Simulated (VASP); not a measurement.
# Zr (I4/mmm) in VASP: a series of runs

Zr is run at these levels: PBEsol; tasks: single point.

All numbers are computed with VASP 6.6.1; they aren't measurements. Logs are shortened: lines on timing, memory, paths and dates and some standing lists are left out, and cuts for length are marked.

## 1. The cell of the first run

It takes space group I4/mmm (No. 139, tetragonal). The conventional cell has a = 3.729 Å, b = 3.729 Å, c = 3.620 Å, α = 90.00°, β = 90.00°, γ = 90.00°. Zr (site symmetry 4/mmm) has 14 Zr at 3.20 to 3.73 Å within 4.2 Å.

## 2. Single point, PBEsol (equal xx and yy strain of +3 %)

Contents of INCAR:

```
SYSTEM = Zr
PREC = Accurate
ENCUT = 520
EDIFF = 1E-7
ISMEAR = -1
SIGMA = 0.08
LREAL = .FALSE.
LASPH = .TRUE.
NELM = 60
ALGO = Normal
ISIF = 2
LWAVE = .FALSE.
LCHARG = .FALSE.
GGA = PS
NBANDS = 12
```

Contents of KPOINTS:

```
Automatic mesh
0
G
  14 14 14
  0 0 0
```

Contents of POSCAR:

```
Zr
1.0
   -1.8643000000      1.8643000000      1.8100000000
    1.8643000000     -1.8643000000      1.8100000000
    1.8643000000      1.8643000000     -1.8100000000
Zr
1
Direct
    0.0000000000      0.0000000000      0.0000000000
```

Potentials or basis: VASP PAW PBE potentials, release 64 (Zr_sv).

The run is started by

```sh
> cat potpaw_PBE.64/Zr_sv/POTCAR > POTCAR
> mpirun -np 1 vasp_std > vasp.out
```

OUTCAR:

```text
SYSTEM = Zr
   PREC = Accurate
   ENCUT = 520
   EDIFF = 1E-7
   ISMEAR = -1
   LREAL = .FALSE.
   LASPH = .TRUE.
   NELM = 60
   ISIF = 2
   GGA = PS

 ion  position               nearest neighbor table
   1  0.000  0.000  0.000-

  LATTYP: Found a body centered tetragonal cell.
 ALAT       =     3.7286000000
 C/A-ratio  =     0.9708737864

  Lattice vectors:

 A1 = (  -1.8643000000,   1.8643000000,   1.8100000000)
 A2 = (   1.8643000000,  -1.8643000000,   1.8100000000)
 A3 = (   1.8643000000,   1.8643000000,  -1.8100000000)

Analysis of symmetry for initial positions (statically):
=====================================================================
 Subroutine PRICEL returns:
 Original cell was already a primitive cell.

 Routine SETGRP: Setting up the symmetry group for a
 body centered tetragonal supercell.

 Subroutine GETGRP returns: Found 16 space group operations
 (whereof 16 operations were pure point group operations)
 out of a pool of 16 trial point group operations.

The static configuration has the point symmetry D_4h.

Analysis of symmetry for dynamics (positions and initial velocities):
=====================================================================
 Subroutine PRICEL returns:
 Original cell was already a primitive cell.

 Routine SETGRP: Setting up the symmetry group for a
 body centered tetragonal supercell.

 Subroutine GETGRP returns: Found 16 space group operations
 (whereof 16 operations were pure point group operations)
 out of a pool of 16 trial point group operations.

The dynamic configuration has the point symmetry D_4h.

 Subroutine INISYM returns: Found 16 space group operations
 (whereof 16 operations are pure point group operations),
 and found     1 'primitive' translations

----------------------------------------------------------------------------------------

                                     Primitive cell

  volume of cell :      25.1634

  direct lattice vectors                    reciprocal lattice vectors
    -1.864300000  1.864300000  1.810000000     0.000000000  0.268197179  0.276243094
     1.864300000 -1.864300000  1.810000000     0.268197179  0.000000000  0.276243094
     1.864300000  1.864300000 -1.810000000     0.268197179  0.268197179  0.000000000

  length of vectors
     3.198019540  3.198019540  3.198019540     0.385019446  0.385019446  0.379288087

  position of ions in fractional coordinates (direct lattice)
     0.000000000  0.000000000  0.000000000

  ion indices of the primitive-cell ions
   primitive index   ion index
                 1           1

----------------------------------------------------------------------------------------

 KPOINTS: Automatic mesh

Automatic generation of k-mesh.
 Grid dimensions read from file:
 generate k-points for:   14   14   14

 Generating k-lattice:

  Cartesian coordinates                     Fractional coordinates (reciprocal lattice)
     0.000000000  0.019156941  0.019731650     0.071428571  0.000000000  0.000000000
     0.019156941  0.000000000  0.019731650     0.000000000  0.071428571  0.000000000
     0.019156941  0.019156941  0.000000000     0.000000000  0.000000000  0.071428571

  Length of vectors
     0.027501389  0.027501389  0.027092006

  Shift w.r.t. Gamma in fractional coordinates (k-lattice)
     0.000000000  0.000000000  0.000000000

 Subroutine IBZKPT returns following result:
 ===========================================

 Found    244 irreducible k-points:

 Following reciprocal coordinates:
            Coordinates               Weight
  0.000000  0.000000  0.000000      1.000000
  0.071429  0.000000  0.000000      8.000000
  0.142857  0.000000 -0.000000      8.000000
  0.214286  0.000000  0.000000      8.000000
  0.285714  0.000000 -0.000000      8.000000
  0.357143  0.000000 -0.000000      8.000000
[... 16 lines left out ...]
  0.214286  0.142857  0.000000     16.000000
  0.285714  0.142857 -0.000000     16.000000
 [... further k-points ...]
   k-points           NKPTS =    244   k-points in BZ     NKDIM =    244   number of bands    NBANDS=     12
   number of dos      NEDOS =    301   number of ions     NIONS =      1
   total plane-waves  NPLWV =  13824
   dimension x,y,z NGX =    24 NGY =   24 NGZ =   24
   dimension x,y,z NGXF=    48 NGYF=   48 NGZF=   48
   ions per type =               1
   NGX,Y,Z   is equivalent  to a cutoff of  12.48, 12.48, 12.48 a.u.
   NGXF,Y,Z  is equivalent  to a cutoff of  24.95, 24.95, 24.95 a.u.
 SYSTEM =  Zr
   PREC   = accura    normal or accurate (medium, high low for compatibility)
   ISTART =      0    job   : 0-new  1-cont  2-samecut
   ICHARG =      2    charge: 1-file 2-atom 10-const
   ISPIN  =      1    spin polarized calculation?
   LNONCOLLINEAR =      F non collinear calculations
   LSORBIT =      F    spin-orbit coupling
   LASPH  =      T    aspherical Exc in radial PAW
   ENCUT  =  520.0 eV  38.22 Ry    6.18 a.u.   5.95  5.95  5.95*2*pi/ulx,y,z
   NELM   =     60;   NELMIN=  2; NELMDL= -5     # of ELM steps
   EDIFF  = 0.1E-06   stopping-criterion for ELM
   LREAL  =      F    real-space projection
   EDIFFG = 0.1E-05   stopping-criterion for IOM
   NSW    =      0    number of steps for IOM
   IBRION =     -1    ionic relax: 0-MD 1-quasi-New 2-CG
   NFREE  =      0    steps in history (QN), initial steepest desc. (CG)
   ISIF   =      2    stress and relaxation
   ISYM   =      2    0-nonsym 1-usesym 2-fastsym
   POTIM  = 0.5000    time-step for ionic-motion
   TEBEG  =    0.0;   TEEND  =   0.0 temperature during run
   PSTRESS=    0.0 pullay stress
   NELECT =      12.0000    total number of electrons
   NUPDOWN=      -1.0000    fix difference up-down
   EMIN   =  10.00;   EMAX   =-10.00  energy-range for DOS
   EFERMI =   0.00;   METHOD = LEGACY
   ISMEAR =    -1;   SIGMA  =   0.08  broadening in eV -4-tet -1-fermi 0-gaus
   EFERMI_NEDOS =   21; number of points for ismear=-14 and -15
   IALGO  =     38    algorithm
   IMIX   =      4    mixing-type and parameters
     AMIX     =   0.40;   BMIX     =  1.00
     AMIX_MAG =   1.60;   BMIX_MAG =  1.00
  volume/ion in A,a.u.               =      25.16       169.81
  Fermi-wavevector in a.u.,A,eV,Ry     =   1.279024  2.417004 22.257786  1.635901
  Thomas-Fermi vector in A             =   2.411533
   LORBIT       =      0    0 simple, 1 ext, 2 COOP (PROOUT), +10 PAW based schemes
   GGA     = PS    functional components
   LHFCALC =     F    Hartree Fock is set to
   AEXX    =    0.0000 exact exchange contribution
   IVDW    =     0    specifies the selected vdW correction
   LEPSILON=     F    determine dielectric tensor
   LRPA    =     F    only Hartree local field effects (RPA)
 non-spin polarized calculation
  energy-cutoff  :      520.00
  volume of cell :       25.16
 maximum number of plane-waves:       692
   NGX = 11   NGY = 11   NGZ = 11

 number of electron      12.0000000 magnetization

 Free energy of the ion-electron system (eV)
  ---------------------------------------------------
  ext. energy  EPLUGINS =         0.00000000
  ---------------------------------------------------
  free energy    TOTEN  =        -8.91720716 eV

  energy without entropy =       -8.87110252  energy(sigma->0) =       -8.89415484

 E-fermi :   7.7588     XC(G=0): -10.8479

 val. band max:        7.7577148564   @ k =   0.2857   0.2857  -0.0000
 cond. band min:       7.7597311595   @ k =  -0.4286  -0.4286   0.0714
 fundamental gap:      0.0020163031
 Fermi energy:         7.7587699747

 k-point     1 :       0.0000    0.0000    0.0000
  band No.  band energies     occupation
      1     -40.8123      2.00000
      2     -18.4411      2.00000
      3     -18.4411      2.00000
      4     -18.4392      2.00000
      5       2.5129      2.00000
      6       8.6513      0.00003
      7       8.9182      0.00000
      8       8.9182      0.00000
      9      10.9187      0.00000
     10      11.2754      0.00000
     11      19.7523      0.00000
     12      19.7523      0.00000

 k-point     2 :       0.0714    0.0000    0.0000
  band No.  band energies     occupation
      1     -40.8069      2.00000
      2     -18.4798      2.00000
      3     -18.4537      2.00000
      4     -18.4407      2.00000
      5       2.6741      2.00000
      6       8.6272      0.00004
      7       8.8776      0.00000
      8       8.9881      0.00000
      9      10.8795      0.00000
     10      11.1668      0.00000
     11      19.9871      0.00000
     12      20.0454      0.00000

 k-point     3 :       0.1429    0.0000   -0.0000
  band No.  band energies     occupation
      1     -40.7916      2.00000
      2     -18.5896      2.00000
      3     -18.4890      2.00000
      4     -18.4423      2.00000
      5       3.1330      2.00000
      6       8.3856      0.00079
      7       8.7008      0.00002
      8       9.3997      0.00000
      9      10.7429      0.00000
     10      11.0823      0.00000
     11      20.3152      0.00000
     12      20.8784      0.00000
[... 286 lines left out ...]
 k-point    23 :       0.2143    0.1429    0.0000
  band No.  band energies     occupation
      1     -40.7350      2.00000
      2     -18.9439      2.00000
      3     -18.6072      2.00000
      4     -18.4938      2.00000
      5       4.9180      2.00000
      6       7.6257      1.68140
      7       7.8065      0.71002
      8      10.5188      0.00000
      9      11.5977      0.00000
     10      11.6747      0.00000
     11      19.4417      0.00000
     12      20.2158      0.00000

 k-point    24 :       0.2857    0.1429   -0.0000
  band No.  band energies     occupation
      1     -40.7149      2.00000
      2     -19.0529      2.00000
      3     -18.6726      2.00000
      4     -18.4986      2.00000
      5       5.4281      2.00000
      6       7.3595      1.98648
      7       7.8876      0.33290
      8      10.7183      0.00000
      9      11.8352      0.00000
     10      12.6967      0.00000
     11      18.1507      0.00000
     12      19.1479      0.00000

 [... further k-points ...]

------------------------ aborting loop because EDIFF is reached ----------------------------------------

  FORCE on cell =-STRESS in cart. coord.  units (eV):
  Direction    XX          YY          ZZ          XY          YZ          ZX
  --------------------------------------------------------------------------------------
  -------------------------------------------------------------------------------------
  Total       -1.5994669     -1.5994669     -1.6875536      0.0000000      0.0000000     -0.0000000
  in kB     -101.8393601   -101.8393601   -107.4479171      0.0000000      0.0000000     -0.0000000
  external PRESSURE =    -103.7088791 kB  Pullay stress =       0.0000000 kB

 VOLUME and BASIS-vectors are now :
 -----------------------------------------------------------------------------
  energy-cutoff  :      520.00
  volume of cell :       25.16
      direct lattice vectors                 reciprocal lattice vectors
    -1.864300000  1.864300000  1.810000000     0.000000000  0.268197179  0.276243094
     1.864300000 -1.864300000  1.810000000     0.268197179  0.000000000  0.276243094
     1.864300000  1.864300000 -1.810000000     0.268197179  0.268197179  0.000000000

 POSITION                                       TOTAL-FORCE (eV/Angst)
 -----------------------------------------------------------------------------------
      0.00000      0.00000      0.00000         0.000000     -0.000000      0.000000
 -----------------------------------------------------------------------------------
    total drift:                                0.000000     -0.000000     -0.000000

  FREE ENERGIE OF THE ION-ELECTRON SYSTEM (eV)
  ---------------------------------------------------
  free  energy   TOTEN  =        -8.9172071585 eV

  energy  without entropy=       -8.8711025242  energy(sigma->0) =       -8.89415484
```

Wall time 67 s (1 thread of Intel Xeon 8259CL, shared host); peak memory 0.19 GiB.

What came out:

- Free energy: -8.9172 eV
- Pressure: -10.4 GPa
- Band gap on the k mesh: zero (bands 6 and 7 overlap by 1.59 eV)

Stress tensor (GPa, compression positive):
```
-10.18   0.00   0.00
  0.00 -10.18   0.00
  0.00   0.00 -10.74
```

Caveat: the cell differs from its parent crystal (equal xx and yy strain of +3 %); the cell stands under tension; the PAW data sets were made with another functional, which shifts forces and pressure a little.

## 3. Single point, PBEsol (zz strain of -3 %)

Contents of INCAR:

```
SYSTEM = Zr
PREC     = Accurate       ! precision mode
ENCUT    = 520            ! plane-wave cutoff, eV
EDIFF    = 1E-6           ! SCF threshold, eV
ISMEAR   = -1             ! smearing method
SIGMA    = 0.08           ! smearing width, eV
LREAL    = .FALSE.        ! projectors in reciprocal space
LASPH    = .TRUE.         ! aspherical terms in the spheres
NELM     = 100            ! most SCF steps
ALGO     = Normal         ! electronic algorithm
ISIF     = 2              ! what is computed and relaxed
LWAVE    = .FALSE.        ! write WAVECAR
LCHARG   = .FALSE.        ! write CHGCAR
GGA      = PS             ! functional
NBANDS   = 12             ! bands
```

KPOINTS is that of step 2.

Contents of POSCAR:

```
Zr
1.0
   -1.8100000000      1.8100000000      1.7557000000
    1.8100000000     -1.8100000000      1.7557000000
    1.8100000000      1.8100000000     -1.7557000000
Zr
1
Direct
    0.0000000000      0.0000000000      0.0000000000
```

Potentials or basis: VASP PAW PBE potentials, release 64 (Zr_sv).

The run is started by

```sh
> cat potpaw_PBE.64/Zr_sv/POTCAR > POTCAR
> mpirun -np 1 vasp_std > vasp.out
```

It took 87 s on 1 thread of AMD EPYC 7R13, shared host; peak memory 0.16 GiB.

It converged, with:

- Free energy: -9.0181 eV
- Pressure: -4.3 GPa
- Band gap on the k mesh: zero (bands 6 and 7 overlap by 1.67 eV)

Stress tensor (GPa, compression positive):
```
-4.22  0.00  0.00
 0.00 -4.22  0.00
 0.00  0.00 -4.59
```

Levels at points of the mesh, in eV from the Fermi level:
```
           k point  band 4  band 5  band 6  band 7  band 8  band 9
(0.00, 0.00, 0.00)  -25.88   -5.40    0.92    1.23    1.23    3.42
(0.50, 0.00, 0.00)  -25.90   -2.82   -0.79    1.72    3.70    4.45
(0.50, 0.50, 0.00)  -25.88   -2.82   -0.47    1.53    3.36    4.19
(0.50, 0.50, 0.50)  -26.53   -2.62   -2.54    5.71    5.71    5.80
```

Caveat: the cell differs from its parent crystal (zz strain of -3 %); the cell stands under tension; the PAW data sets were made with another functional, which shifts forces and pressure a little.

## 4. Single point, PBEsol (zz strain of -1 %)

Contents of INCAR:

```
PREC = Accurate
ENCUT = 520
EDIFF = 1E-6
ISMEAR = -1
SIGMA = 0.08
LREAL = False
LASPH = True
NELM = 100
ALGO = Normal
ISIF = 2
LWAVE = False
LCHARG = True
GGA = PS
LELF = True
LVHAR = True
NBANDS = 12
```

Contents of KPOINTS:

```
Automatic mesh
0
Gamma
  14 14 14
```

Contents of POSCAR:

```
Zr
1.0
   -1.8100000000      1.8100000000      1.7919000000
    1.8100000000     -1.8100000000      1.7919000000
    1.8100000000      1.8100000000     -1.7919000000
Zr
1
Direct
    0.0000000000      0.0000000000      0.0000000000
```

The run is started by

```sh
> cat potpaw_PBE.64/Zr_sv/POTCAR > POTCAR
> mpirun -np 1 vasp_std > vasp.out
```

It took 86 s on 1 thread of AMD EPYC 7R13, shared host; peak memory 0.16 GiB.

It converged, with:

- Free energy: -9.0026 eV
- Pressure: -5.9 GPa
- Band gap on the k mesh: zero (bands 6 and 7 overlap by 1.69 eV)

Stress tensor (GPa, compression positive):
```
-5.88  0.00  0.00
 0.00 -5.88  0.00
 0.00  0.00 -5.98
```

Levels at points of the mesh, in eV from the Fermi level:
| k point | band 2 | band 3 | band 4 | band 5 | band 6 | band 7 | band 8 | band 9 | band 10 | band 11 |
| --- | --- | --- | --- | --- | --- | --- | --- | --- | --- | --- |
| (0.00, 0.00, 0.00) | -25.95 | -25.95 | -25.95 | -5.37 | 1.05 | 1.15 | 1.15 | 3.51 | 3.64 | 12.32 |
| (0.50, 0.00, 0.00) | -26.90 | -26.26 | -25.96 | -2.76 | -0.69 | 1.59 | 3.59 | 4.25 | 6.28 | 9.97 |
| (0.50, 0.50, 0.00) | -26.90 | -26.25 | -25.96 | -2.76 | -0.59 | 1.53 | 3.47 | 4.18 | 6.26 | 10.01 |
| (0.50, 0.50, 0.50) | -26.61 | -26.61 | -26.59 | -2.51 | -2.48 | 5.60 | 5.60 | 5.63 | 7.25 | 7.25 |

Caveat: the cell differs from its parent crystal (zz strain of -1 %); the cell stands under tension; the PAW data sets were made with another functional, which shifts forces and pressure a little.

## 5. Single point, PBEsol (zz strain of +2 %)

Contents of INCAR:

```
SYSTEM = Zr
ALGO = Normal
EDIFF = 1E-6
ENCUT = 520
GGA = PS
ISIF = 2
ISMEAR = -1
LASPH = .True.
LCHARG = .False.
LREAL = .False.
LWAVE = .False.
NBANDS = 12
NELM = 80
PREC = Accurate
SIGMA = 0.08
```

Contents of KPOINTS:

```
k-points
0
Gamma
  14 14 14
  0 0 0
```

Contents of POSCAR:

```
Zr
1.0
   -1.8100000000      1.8100000000      1.8462000000
    1.8100000000     -1.8100000000      1.8462000000
    1.8100000000      1.8100000000     -1.8462000000
Zr
1
Direct
    0.0000000000      0.0000000000      0.0000000000
```

The run is started by

```sh
> cat potpaw_PBE.64/Zr_sv/POTCAR > POTCAR
> mpirun -np 1 vasp_std > vasp.out
```

It took 83 s on 1 thread of AMD EPYC 7R13, shared host; peak memory 0.16 GiB.

The run converged. Its results:

```yaml
Free_energy: -8.9722 eV
Pressure: -8.0 GPa
Band_gap_on_the_k_mesh: zero (bands 6 and 7 overlap by 1.61 eV)
```

Stress tensor (GPa, compression positive):
```
-8.05  0.00  0.00
 0.00 -8.05  0.00
 0.00  0.00 -7.82
```

Levels at points of the mesh, in eV from the Fermi level:
```
           k point  band 3  band 4  band 5  band 6  band 7  band 8  band 9  band 10
(0.00, 0.00, 0.00)  -26.06  -26.06   -5.32    1.04    1.04    1.22    3.35     3.60
(0.50, 0.00, 0.00)  -26.33  -26.06   -2.68   -0.54    1.42    3.34    4.07     6.03
(0.50, 0.50, 0.00)  -26.34  -26.07   -2.68   -0.74    1.53    3.60    4.17     6.07
(0.50, 0.50, 0.50)  -26.64  -26.64   -2.40   -2.35    5.38    5.43    5.43     6.83
```

Caveat: the cell differs from its parent crystal (zz strain of +2 %); the cell stands under tension; the PAW data sets were made with another functional, which shifts forces and pressure a little.

## 6. Overview

```tsv
cell	gap on the mesh (eV)	pressure (GPa)
a = 3.198 Å, angles 108.7, 108.7, 111.1°, 1 atom	none	-10.4
a = 3.104 Å, angles 108.7, 108.7, 111.1°, 1 atom	none	-4.3
a = 3.125 Å, angles 109.2, 109.2, 110.0°, 1 atom	none	-5.9
a = 3.156 Å, angles 110.0, 110.0, 108.4°, 1 atom	none	-8.0
```

Alike in all rows: task single point; level PBEsol; potentials or basis VASP PAW PBE potentials, release 64 (Zr_sv); no spin polarisation; k mesh 14 × 14 × 14; cutoff (eV) 520; smearing fermi-dirac 0.08 eV.

Caveats: the cell stands under tension; the PAW data sets were made with another functional, which shifts forces and pressure a little.

Absolute energies hang on the potentials; compare differences alone.
